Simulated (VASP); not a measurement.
Wanted: the native input for a VASP 6.6.1 run.

```
Task                   : single point
Functional             : PBE
Potentials or basis    : VASP PAW PBE potentials, release 64 (Ca_sv, S)
Cutoff                 : 500 eV
k mesh                 : 8 × 8 × 8
Occupations            : gaussian, width 0.01 eV
Spin                   : no spin polarisation
Dipole correction      : no
Further INCAR settings : ALGO = Normal; EDIFF = 1e-06; NBANDS = 15
```

The structure of CaS lies in POSCAR:

```
CaS
1.0
    0.0000000000      2.8479451006      2.8479451006
    2.8479451006      0.0000000000      2.8479451006
    2.8479451006      2.8479451006      0.0000000000
Ca S
1 1
Direct
    0.0000000000      0.0000000000      0.0000000000
    0.5000000000      0.5000000000      0.5000000000
```

One way to write it, as run:

INCAR

```
PREC = Accurate ; ENCUT = 500
EDIFF = 1E-6 ; ISMEAR = 0
SIGMA = 0.01 ; LREAL = False
LASPH = True ; NELM = 120
ALGO = Normal ; ISIF = 2
LWAVE = False ; LCHARG = False
GGA = PE ; NBANDS = 15
GGA_COMPAT = False
```

KPOINTS

```
Automatic mesh
0
Gamma
  8 8 8
```

Potentials or basis: VASP PAW PBE potentials, release 64 (Ca_sv, S).

Command:

```bash
$ cat potpaw_PBE.64/Ca_sv/POTCAR potpaw_PBE.64/S/POTCAR > POTCAR
$ mpirun -np 1 vasp_std > vasp.out
```

Results of the run:

The pressure is 0.6 GPa and the band gap on the k mesh is 2.36 eV, indirect (least direct gap 3.16 eV).

It took 8.2 s on 1 thread of Intel(R) Xeon(R) 6975P-C (Granite Rapids), with other jobs on the host, peak memory 0.17 GiB.
